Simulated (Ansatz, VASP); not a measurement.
HfN: VASP beside Ansatz

File INCAR:

```
SYSTEM = HfN
PREC = Accurate
ENCUT = 520
EDIFF = 1E-6
ISMEAR = 0
SIGMA = 0.15
LREAL = .FALSE.
LASPH = .TRUE.
NELM = 100
ALGO = Normal
ISIF = 2
LWAVE = .FALSE.
LCHARG = .FALSE.
GGA = PE
NBANDS = 14
```

KPOINTS

```
regular mesh
0
G
  22 22 22
  0 0 0
```

The input POSCAR:

```
HfN
1.0
    0.0000000000      2.2738965586      2.2738965586
    2.2738965586      0.0000000000      2.2738965586
    2.2738965586      2.2738965586      0.0000000000
Hf N
1 1
Direct
    0.0000000000      0.0000000000      0.0000000000
    0.4340339386      0.4340339386      0.5659660614
```

Input for Ansatz:

```yaml
crystal:
  lattice:
    - [0.0, 2.2738965586, 2.2738965586]
    - [2.2738965586, 0.0, 2.2738965586]
    - [2.2738965586, 2.2738965586, 0.0]
  atoms:
    - { symbol: Hf, position: [0.0, 0.0, 0.0] }
    - { symbol: "N", position: [0.4340339386, 0.4340339386, 0.5659660614] }
basis:
  ecutwfc: 420
kpoints:
  mp_grid: { grid: [22, 22, 22] }
hamiltonian:
  xc: pbe
scf:
  occupations: { method: gaussian, width: 0.15 }
output:
  forces: true
  stress: true
  eigenvalues: true
```

Alike in both runs: task single point; functional PBE; k mesh 22 × 22 × 22; occupations gaussian, width 0.15 eV; no spin polarisation.

```csv
,VASP,Ansatz
version,VASP 6.6.1,Ansatz 0.2.0
potentials or method,"VASP PAW PBE potentials, release 64 (Hf_pv, N), cutoff 520 eV","scalar-relativistic, plane waves, PAW"
valence electrons in the cell,15,31
```

Ansatz gave:

```
gap on the k mesh at the Fermi level (eV)                     : none
pressure (GPa)                                                : 11.8
traceless stress, the component that is largest in VASP (GPa) : 22.18
rms of the force components (eV/Å)                            : 2.206
```

**Question.** Which values does VASP return?

**Answer.** gap on the k mesh at the Fermi level (eV): none; pressure (GPa): 9.9; traceless stress, the component that is largest in VASP (GPa): 22.23; rms of the force components (eV/Å): 2.225.

Atom by atom the forces differ by 0.020 eV/Å (rms over components). A gap of «none» marks a metal or a gap that the smearing closes. With one functional, cell and mesh, what is left measures potentials, basis and numerics. VASP's potentials hold 15 valence electrons a cell and Ansatz's 31, so a difference there can come from the potentials and not from the codes.

Neither program's run includes spin-orbit coupling.
